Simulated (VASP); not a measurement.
The system is MgO.

```
Mg O
1.0
     2.62335    0.00000    0.00000
     0.00000    2.62335    0.00000
     0.00000    0.00000    2.62335
Mg O
1 1
Direct
  0.00000 0.00000 0.00000
  0.50000 0.50000 0.50000
```

Base run:

| Quantity | Value |
| --- | --- |
| Program | VASP 6.6.1 |
| Functional | PBE |
| Potentials or basis | VASP PAW PBE potentials, release 64 (Mg, O) |
| Cutoff | 520 eV |
| k mesh | 8 × 8 × 8 |
| Occupations | gaussian, width 0.01 eV |
| Spin | no spin polarisation |

Its results: band gap on the k mesh 2.62 eV, indirect (least direct gap 3.64 eV); pressure 5.5 GPa.

Question: After a change of settings the same cell gave: band gap on the k mesh 4.14 eV, indirect (least direct gap 5.24 eV); pressure -1.2 GPa. Which change was it?
A. k mesh from 8 × 8 × 8 to 6 × 6 × 6; further incar settings from ALGO = Normal; EDIFF = 1e-06; NBANDS = 11 to ALGO = Normal; EDIFF = 1e-07; NBANDS = 11
B. functional from PBE to HSE06; k mesh from 8 × 8 × 8 to 6 × 6 × 6
C. k mesh from 8 × 8 × 8 to 6 × 6 × 6

Answer: B.

Caveats: the PAW data sets were made with another functional, which shifts forces and pressure a little (some runs).
